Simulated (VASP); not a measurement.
# Be (Pm-3m) in VASP: a series of runs

The runs below take Be through single point, relaxation of cell and atoms, with BLYP.

All numbers are computed with VASP 6.6.1; they aren't measurements. Logs are shortened: lines on timing, memory, paths and dates and some standing lists are left out, and cuts for length are marked.

### Step 1. The cell of the first run

It takes space group Pm-3m (No. 221, cubic). The conventional cell has a = 2.191 Å, b = 2.191 Å, c = 2.191 Å, α = 90.00°, β = 90.00°, γ = 90.00°. Be (site symmetry m-3m) has 6 Be at 2.19 Å within 2.9 Å.

### Step 2. Single point, BLYP

Input file INCAR:

```
PREC = Accurate
ENCUT = 600
EDIFF = 1E-6
ISMEAR = -1
SIGMA = 0.1
LREAL = F
LASPH = T
NELM = 120
ALGO = Normal
ISIF = 2
LWAVE = F
LCHARG = F
GGA = B5
ALDAX = 1.0
AGGAX = 1.0
AGGAC = 1.0
ALDAC = 0.0
NBANDS = 7
GGA_COMPAT = F
```

Input file KPOINTS:

```
Automatic mesh
0
Gamma
  15 15 15
```

Input file POSCAR:

```
Be
1.0
    2.1906937427      0.0000000000      0.0000000000
    0.0000000000      2.1906937427      0.0000000000
    0.0000000000      0.0000000000      2.1906937427
Be
1
Direct
    0.0000000000      0.0000000000      0.0000000000
```

Potentials or basis: VASP PAW PBE potentials, release 64 (Be).

Command:

```console
cat potpaw_PBE.64/Be/POTCAR > POTCAR
mpirun -np 1 vasp_std > vasp.out
```

OUTCAR:

```text
PREC = Accurate
   ENCUT = 600
   EDIFF = 1E-6
   ISMEAR = -1
   LREAL = F
   LASPH = T
   NELM = 120
   ISIF = 2
   GGA = B5

 ion  position               nearest neighbor table
   1  0.000  0.000  0.000-

  LATTYP: Found a simple cubic cell.
 ALAT       =     2.1906937427

  Lattice vectors:

 A1 = (   2.1906937427,   0.0000000000,   0.0000000000)
 A2 = (   0.0000000000,   2.1906937427,   0.0000000000)
 A3 = (   0.0000000000,   0.0000000000,   2.1906937427)

Analysis of symmetry for initial positions (statically):
=====================================================================
 Subroutine PRICEL returns:
 Original cell was already a primitive cell.

 Routine SETGRP: Setting up the symmetry group for a
 simple cubic supercell.

 Subroutine GETGRP returns: Found 48 space group operations
 (whereof 48 operations were pure point group operations)
 out of a pool of 48 trial point group operations.

The static configuration has the point symmetry O_h .

Analysis of symmetry for dynamics (positions and initial velocities):
=====================================================================
 Subroutine PRICEL returns:
 Original cell was already a primitive cell.

 Routine SETGRP: Setting up the symmetry group for a
 simple cubic supercell.

 Subroutine GETGRP returns: Found 48 space group operations
 (whereof 48 operations were pure point group operations)
 out of a pool of 48 trial point group operations.

The dynamic configuration has the point symmetry O_h .

 Subroutine INISYM returns: Found 48 space group operations
 (whereof 48 operations are pure point group operations),
 and found     1 'primitive' translations

----------------------------------------------------------------------------------------

                                     Primitive cell

  volume of cell :      10.5134

  direct lattice vectors                    reciprocal lattice vectors
     2.190693743  0.000000000  0.000000000     0.456476403  0.000000000  0.000000000
     0.000000000  2.190693743  0.000000000     0.000000000  0.456476403  0.000000000
     0.000000000  0.000000000  2.190693743     0.000000000  0.000000000  0.456476403

  length of vectors
     2.190693743  2.190693743  2.190693743     0.456476403  0.456476403  0.456476403

  position of ions in fractional coordinates (direct lattice)
     0.000000000  0.000000000  0.000000000

  ion indices of the primitive-cell ions
   primitive index   ion index
                 1           1

----------------------------------------------------------------------------------------

 KPOINTS: Automatic mesh

Automatic generation of k-mesh.
 Grid dimensions read from file:
 generate k-points for:   15   15   15

 Generating k-lattice:

  Cartesian coordinates                     Fractional coordinates (reciprocal lattice)
     0.030431760  0.000000000  0.000000000     0.066666667  0.000000000  0.000000000
     0.000000000  0.030431760  0.000000000     0.000000000  0.066666667  0.000000000
     0.000000000  0.000000000  0.030431760     0.000000000  0.000000000  0.066666667

  Length of vectors
     0.030431760  0.030431760  0.030431760

  Shift w.r.t. Gamma in fractional coordinates (k-lattice)
     0.000000000  0.000000000  0.000000000

 Subroutine IBZKPT returns following result:
 ===========================================

 Found    120 irreducible k-points:

 Following reciprocal coordinates:
            Coordinates               Weight
  0.000000  0.000000  0.000000      1.000000
  0.066667  0.000000  0.000000      6.000000
  0.133333  0.000000  0.000000      6.000000
  0.200000  0.000000  0.000000      6.000000
  0.266667  0.000000  0.000000      6.000000
  0.333333  0.000000  0.000000      6.000000
[... 16 lines left out ...]
  0.266667  0.200000  0.000000     24.000000
  0.333333  0.200000  0.000000     24.000000
 [... further k-points ...]
   k-points           NKPTS =    120   k-points in BZ     NKDIM =    120   number of bands    NBANDS=      7
   number of dos      NEDOS =    301   number of ions     NIONS =      1
   total plane-waves  NPLWV =   5832
   dimension x,y,z NGX =    18 NGY =   18 NGZ =   18
   dimension x,y,z NGXF=    36 NGYF=   36 NGZF=   36
   ions per type =               1
   NGX,Y,Z   is equivalent  to a cutoff of  13.66, 13.66, 13.66 a.u.
   NGXF,Y,Z  is equivalent  to a cutoff of  27.32, 27.32, 27.32 a.u.
 SYSTEM =  unknown system
   PREC   = accura    normal or accurate (medium, high low for compatibility)
   ISTART =      0    job   : 0-new  1-cont  2-samecut
   ICHARG =      2    charge: 1-file 2-atom 10-const
   ISPIN  =      1    spin polarized calculation?
   LNONCOLLINEAR =      F non collinear calculations
   LSORBIT =      F    spin-orbit coupling
   LASPH  =      T    aspherical Exc in radial PAW
   ENCUT  =  600.0 eV  44.10 Ry    6.64 a.u.   4.38  4.38  4.38*2*pi/ulx,y,z
   NELM   =    120;   NELMIN=  2; NELMDL= -5     # of ELM steps
   EDIFF  = 0.1E-05   stopping-criterion for ELM
   LREAL  =      F    real-space projection
   EDIFFG = 0.1E-04   stopping-criterion for IOM
   NSW    =      0    number of steps for IOM
   IBRION =     -1    ionic relax: 0-MD 1-quasi-New 2-CG
   NFREE  =      0    steps in history (QN), initial steepest desc. (CG)
   ISIF   =      2    stress and relaxation
   ISYM   =      2    0-nonsym 1-usesym 2-fastsym
   POTIM  = 0.5000    time-step for ionic-motion
   TEBEG  =    0.0;   TEEND  =   0.0 temperature during run
   PSTRESS=    0.0 pullay stress
   NELECT =       2.0000    total number of electrons
   NUPDOWN=      -1.0000    fix difference up-down
   EMIN   =  10.00;   EMAX   =-10.00  energy-range for DOS
   EFERMI =   0.00;   METHOD = LEGACY
   ISMEAR =    -1;   SIGMA  =   0.10  broadening in eV -4-tet -1-fermi 0-gaus
   EFERMI_NEDOS =   21; number of points for ismear=-14 and -15
   IALGO  =     38    algorithm
   IMIX   =      4    mixing-type and parameters
     AMIX     =   0.40;   BMIX     =  1.00
     AMIX_MAG =   1.60;   BMIX_MAG =  1.00
  volume/ion in A,a.u.               =      10.51        70.95
  Fermi-wavevector in a.u.,A,eV,Ry     =   0.941535  1.779243 12.061405  0.886488
  Thomas-Fermi vector in A             =   2.069056
   LORBIT       =      0    0 simple, 1 ext, 2 COOP (PROOUT), +10 PAW based schemes
   GGA     = B5    functional components
   LHFCALC =     F    Hartree Fock is set to
   AEXX    =    0.0000 exact exchange contribution
   IVDW    =     0    specifies the selected vdW correction
   LEPSILON=     F    determine dielectric tensor
   LRPA    =     F    only Hartree local field effects (RPA)
 non-spin polarized calculation
  energy-cutoff  :      600.00
  volume of cell :       10.51
 maximum number of plane-waves:       365
 NGX is ok and might be reduce to    18
   NGX =  9   NGY =  9   NGZ =  9

 number of electron       2.0000000 magnetization

 Free energy of the ion-electron system (eV)
  ---------------------------------------------------
  ext. energy  EPLUGINS =         0.00000000
  ---------------------------------------------------
  free energy    TOTEN  =        -2.15852218 eV

  energy without entropy =       -2.14501376  energy(sigma->0) =       -2.15176797

 E-fermi :   5.0103     XC(G=0):  -9.1104

 val. band max:        4.9534181537   @ k =   0.4000   0.4000   0.2667
 cond. band min:       5.0147381748   @ k =   0.4000   0.0667   0.0000
 fundamental gap:      0.0613200210
 Fermi energy:         5.0103472254

 k-point     1 :       0.0000    0.0000    0.0000
  band No.  band energies     occupation
      1      -4.4236      2.00000
      2      18.1075      0.00000
      3      18.1075      0.00000
      4      18.1075      0.00000
      5      24.0130      0.00000
      6      24.0130      0.00000
      7      32.7088      0.00000

 k-point     2 :       0.0667    0.0000    0.0000
  band No.  band energies     occupation
      1      -4.3156      2.00000
      2      16.7153      0.00000
      3      18.2125      0.00000
      4      18.2125      0.00000
      5      24.1451      0.00000
      6      25.5542      0.00000
      7      32.6151      0.00000

 k-point     3 :       0.1333    0.0000    0.0000
  band No.  band energies     occupation
      1      -3.9921      2.00000
      2      14.1942      0.00000
      3      18.5221      0.00000
      4      18.5221      0.00000
      5      24.5398      0.00000
      6      28.4078      0.00000
      7      32.4469      0.00000

 k-point     4 :       0.2000    0.0000    0.0000
  band No.  band energies     occupation
      1      -3.4552      2.00000
      2      11.5983      0.00000
      3      19.0179      0.00000
      4      19.0179      0.00000
      5      25.1915      0.00000
      6      30.5242      0.00000
      7      33.1721      0.00000

 k-point     5 :       0.2667    0.0000    0.0000
  band No.  band energies     occupation
      1      -2.7100      2.00000
      2       9.1450      0.00000
      3      19.6621      0.00000
      4      19.6621      0.00000
      5      26.0872      0.00000
      6      30.5423      0.00000
      7      35.8105      0.00000
[... 161 lines left out ...]
 k-point    22 :       0.2000    0.2000    0.0000
  band No.  band energies     occupation
      1      -2.4758      2.00000
      2      10.9869      0.00000
      3      14.6745      0.00000
      4      19.9082      0.00000
      5      28.1989      0.00000
      6      30.1671      0.00000
      7      35.0548      0.00000

 k-point    23 :       0.2667    0.2000    0.0000
  band No.  band energies     occupation
      1      -1.7225      2.00000
      2       9.3857      0.00000
      3      14.6535      0.00000
      4      20.5350      0.00000
      5      26.4388      0.00000
      6      30.9379      0.00000
      7      37.1185      0.00000

 k-point    24 :       0.3333    0.2000    0.0000
  band No.  band energies     occupation
      1      -0.7699      2.00000
      2       7.4501      0.00000
      3      15.3118      0.00000
      4      21.2321      0.00000
      5      24.5027      0.00000
      6      31.7480      0.00000
      7      36.9424      0.00000

 [... further k-points ...]

------------------------ aborting loop because EDIFF is reached ----------------------------------------

  FORCE on cell =-STRESS in cart. coord.  units (eV):
  Direction    XX          YY          ZZ          XY          YZ          ZX
  --------------------------------------------------------------------------------------
  -------------------------------------------------------------------------------------
  Total        0.0047583      0.0047583      0.0047583     -0.0000000      0.0000000     -0.0000000
  in kB        0.7251351      0.7251351      0.7251351     -0.0000000      0.0000000     -0.0000000
  external PRESSURE =       0.7251351 kB  Pullay stress =       0.0000000 kB

 VOLUME and BASIS-vectors are now :
 -----------------------------------------------------------------------------
  energy-cutoff  :      600.00
  volume of cell :       10.51
      direct lattice vectors                 reciprocal lattice vectors
     2.190693743  0.000000000  0.000000000     0.456476403  0.000000000  0.000000000
     0.000000000  2.190693743  0.000000000     0.000000000  0.456476403  0.000000000
     0.000000000  0.000000000  2.190693743     0.000000000  0.000000000  0.456476403

 POSITION                                       TOTAL-FORCE (eV/Angst)
 -----------------------------------------------------------------------------------
      0.00000      0.00000      0.00000         0.000000      0.000000      0.000000
 -----------------------------------------------------------------------------------
    total drift:                                0.000000     -0.000000     -0.000000

  FREE ENERGIE OF THE ION-ELECTRON SYSTEM (eV)
  ---------------------------------------------------
  free  energy   TOTEN  =        -2.1585221755 eV

  energy  without entropy=       -2.1450137618  energy(sigma->0) =       -2.15176797
```

It took 6.1 s on 1 thread of Intel Xeon Platinum 8375C at 2.90GHz (Ice Lake), shared host; peak memory 0.11 GiB.

Results:

```
Free energy            : -2.1585 eV
Pressure               : 0.1 GPa
Band gap on the k mesh : zero (band 1 reaches 9.62 eV, above the bottom of band 2 at 3.46 eV)
```

Levels at points of the mesh, in eV from the Fermi level:
```csv
k point,band 1,band 2,band 3,band 4
"(0.00, 0.00, 0.00)",-9.43,13.10,13.10,13.10
```

Caveat: the PAW data sets were made with another functional, which shifts forces and pressure a little.

### Step 3. Relaxation of cell and atoms, BLYP

This run uses another cell than the first one, of 8.76 Å³/atom, 0.833 times its volume.

Input file INCAR:

```
PREC = Accurate
ENCUT = 600
EDIFF = 1E-7
ISMEAR = -1
SIGMA = 0.1
LREAL = F
LASPH = T
NELM = 120
ALGO = Normal
ISIF = 3
LWAVE = F
LCHARG = F
GGA = B5
ALDAX = 1.0
AGGAX = 1.0
AGGAC = 1.0
ALDAC = 0.0
IBRION = 2
NSW = 80
EDIFFG = -0.01
GGA_COMPAT = F
NELMIN = 4
```

Input file KPOINTS:

```
regular mesh
0
Gamma
  15 15 15
```

Input file POSCAR:

```
Be
1.0
    2.0615590750      0.0000000000      0.0000000000
    0.0000000000      2.0615590750      0.0000000000
    0.0000000000      0.0000000000      2.0615590750
Be
1
Direct
    0.0000000000      0.0000000000      0.0000000000
```

Potentials or basis: VASP PAW PBE potentials, release 64 (Be).

Command:

```console
cat potpaw_PBE.64/Be/POTCAR > POTCAR
mpirun -np 1 vasp_std > vasp.out
```

OUTCAR:

```text
PREC = Accurate
   ENCUT = 600
   EDIFF = 1E-7
   ISMEAR = -1
   LREAL = F
   LASPH = T
   NELM = 120
   ISIF = 3
   GGA = B5
   IBRION = 2
   NSW = 80
   EDIFFG = -0.01
   NELMIN = 4

 ion  position               nearest neighbor table
   1  0.000  0.000  0.000-

  LATTYP: Found a simple cubic cell.
 ALAT       =     2.0615590750

  Lattice vectors:

 A1 = (   2.0615590750,   0.0000000000,   0.0000000000)
 A2 = (   0.0000000000,   2.0615590750,   0.0000000000)
 A3 = (   0.0000000000,   0.0000000000,   2.0615590750)

Analysis of symmetry for initial positions (statically):
=====================================================================
 Subroutine PRICEL returns:
 Original cell was already a primitive cell.

 Routine SETGRP: Setting up the symmetry group for a
 simple cubic supercell.

 Subroutine GETGRP returns: Found 48 space group operations
 (whereof 48 operations were pure point group operations)
 out of a pool of 48 trial point group operations.

The static configuration has the point symmetry O_h .

Analysis of symmetry for dynamics (positions and initial velocities):
=====================================================================
 Subroutine PRICEL returns:
 Original cell was already a primitive cell.

 Routine SETGRP: Setting up the symmetry group for a
 simple cubic supercell.

 Subroutine GETGRP returns: Found 48 space group operations
 (whereof 48 operations were pure point group operations)
 out of a pool of 48 trial point group operations.

The dynamic configuration has the point symmetry O_h .

 Subroutine INISYM returns: Found 48 space group operations
 (whereof 48 operations are pure point group operations),
 and found     1 'primitive' translations

----------------------------------------------------------------------------------------

[... 118 lines left out ...]
   IVDW    =     0    specifies the selected vdW correction
   LEPSILON=     F    determine dielectric tensor
   LRPA    =     F    only Hartree local field effects (RPA)
 conjugate gradient relaxation of ions
 non-spin polarized calculation
  energy-cutoff  :      600.00
  volume of cell :        8.76
 maximum number of plane-waves:       300
   NGX =  9   NGY =  9   NGZ =  9

--------------------------------------- Ionic step        1  -------------------------------------------

 number of electron       2.0000000 magnetization

 Free energy of the ion-electron system (eV)
  ---------------------------------------------------
  ext. energy  EPLUGINS =         0.00000000
  ---------------------------------------------------
  free energy    TOTEN  =        -2.07670035 eV

  energy without entropy =       -2.06444607  energy(sigma->0) =       -2.07057321

------------------------ aborting loop because EDIFF is reached ----------------------------------------

  FORCE on cell =-STRESS in cart. coord.  units (eV):
  Direction    XX          YY          ZZ          XY          YZ          ZX
  --------------------------------------------------------------------------------------
  -------------------------------------------------------------------------------------
  Total        0.9305527      0.9305527      0.9305527      0.0000000      0.0000000     -0.0000000
  in kB      170.1626308    170.1626308    170.1626308      0.0000000      0.0000000     -0.0000000
  external PRESSURE =     170.1626308 kB  Pullay stress =       0.0000000 kB
[... 92 lines left out ...]
--------------------------------------- Ionic step        4  -------------------------------------------

 number of electron       2.0000000 magnetization

 Free energy of the ion-electron system (eV)
  ---------------------------------------------------
  ext. energy  EPLUGINS =         0.00000000
  ---------------------------------------------------
  free energy    TOTEN  =        -2.15850019 eV

  energy without entropy =       -2.14498490  energy(sigma->0) =       -2.15174255

 E-fermi :   4.9994     XC(G=0):  -9.1058

 val. band max:        4.9433387592   @ k =   0.4000   0.4000   0.2667
 cond. band min:       5.0028214722   @ k =   0.4000   0.0667   0.0000
 fundamental gap:      0.0594827130
 Fermi energy:         4.9994169225

 k-point     1 :       0.0000    0.0000    0.0000
  band No.  band energies     occupation
      1      -4.4261      2.00000
      2      18.0835      0.00000
      3      18.0835      0.00000
      4      18.0835      0.00000
      5      23.9871      0.00000
[... 177 lines left out ...]
 k-point    24 :       0.3333    0.2000    0.0000
  band No.  band energies     occupation
      1      -0.7749      2.00000
      2       7.4372      0.00000
      3      15.2898      0.00000
      4      21.2038      0.00000
      5      24.4755      0.00000

 [... further k-points ...]

------------------------ aborting loop because EDIFF is reached ----------------------------------------

  FORCE on cell =-STRESS in cart. coord.  units (eV):
  Direction    XX          YY          ZZ          XY          YZ          ZX
  --------------------------------------------------------------------------------------
  -------------------------------------------------------------------------------------
  Total       -0.0021020     -0.0021020     -0.0021020     -0.0000000      0.0000000      0.0000000
  in kB       -0.3198741     -0.3198741     -0.3198741     -0.0000000      0.0000000      0.0000000
  external PRESSURE =      -0.3198741 kB  Pullay stress =       0.0000000 kB
[... 16 lines left out ...]
  FREE ENERGIE OF THE ION-ELECTRON SYSTEM (eV)
  ---------------------------------------------------
  free  energy   TOTEN  =        -2.1585001931 eV

  energy  without entropy=       -2.1449849001  energy(sigma->0) =       -2.15174255

 reached required accuracy - stopping structural energy minimisation
```

CONTCAR:

```text
Be
   1.00000000000000
     2.1917500115814113    0.0000000000000000   -0.0000000000000001
     0.0000000000000000    2.1917500115814113    0.0000000000000000
    -0.0000000000000000    0.0000000000000000    2.1917500115814113
  Be
     1
Direct
     0.0000000000000000    0.0000000000000000    0.0000000000000000

  0.00000000E+00  0.00000000E+00  0.00000000E+00
```

It took 9.1 s on 1 thread of Intel Xeon Platinum 8375C at 2.90GHz (Ice Lake), shared host; peak memory 0.12 GiB.

What came out:

```yaml
Free_energy: -2.1585 eV
Relaxed_volume: 10.53 Å³/atom
Relaxed_cell: a = 2.192 Å, b = 2.192 Å, c = 2.192 Å, α = 90.00°, β = 90.00°, γ = 90.00°
Space_group_after_relaxing_to_0.05_Å: Pm-3m (No. 221)
Energy_gained_by_relaxing: 81.8 meV/atom
Ionic_steps: 4
Pressure_after_relaxing: 0.0 GPa
Band_gap_on_the_k_mesh: zero (band 1 reaches 9.61 eV, above the bottom of band 2 at 3.45 eV)
```

Step by step:
| step | energy change (eV) | largest force (eV/Å) | pressure (GPa) | volume (Å³) |
| --- | --- | --- | --- | --- |
| 1 | 0.0000 | 0.0000 | 17.02 | 8.76 |
| 2 | -0.0757 | 0.0000 | 3.83 | 10.00 |
| 3 | -0.0815 | 0.0000 | -0.71 | 10.64 |
| 4 | -0.0818 | 0.0000 | -0.03 | 10.53 |

Final structure:
```
Be
1.0
     2.19175    0.00000    0.00000
     0.00000    2.19175    0.00000
     0.00000    0.00000    2.19175
Be
1
Direct
  0.00000 0.00000 0.00000
```

Levels at points of the mesh, in eV from the Fermi level:
```tsv
k point	band 1	band 2	band 3	band 4
(0.00, 0.00, 0.00)	-9.43	13.08	13.08	13.08
```

Caveat: the volume moved by over 15 % at a fixed basis, so the end points are rough; the PAW data sets were made with another functional, which shifts forces and pressure a little.
